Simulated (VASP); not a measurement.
**GaP: single point with PBE**

Crystal: GaP.

```xyz
2
Lattice="0.0000 2.7787 2.7787 2.7787 0.0000 2.7787 2.7787 2.7787 0.0000" Properties=species:S:1:pos:R:3 pbc="T T T"
Ga    0.0000    0.0000    0.0000
P     4.1680    4.1680    4.1680
```

```json
{
  "Program": "VASP 6.6.1",
  "Task": "single point",
  "Functional": "PBE",
  "Potentials or basis": "VASP PAW PBE potentials, release 64 (Ga_d, P)",
  "Cutoff": "520 eV",
  "k mesh": "10 × 10 × 10",
  "Occupations": "fermi-dirac, width 0.05 eV",
  "Spin": "no spin polarisation"
}
```

```
Pressure               : -2.0 GPa
Band gap on the k mesh : 1.35 eV
```

Levels at points of the mesh, in eV from the valence-band top:
```tsv
k point	band 7	band 8	band 9	band 10	band 11	band 12
(0.00, 0.00, 0.00)	0.00	0.00	0.00	1.35	3.90	3.90
(0.50, 0.00, 0.00)	-6.31	-1.04	-1.04	1.50	4.73	4.73
(0.50, 0.50, 0.00)	-6.49	-2.49	-2.49	1.77	1.87	10.16
```

Wall time 38 s on 1 thread of Intel(R) Xeon(R) 6975P-C (Granite Rapids), on a shared host, peak memory 0.18 GiB.

A k mesh can miss the band edges.
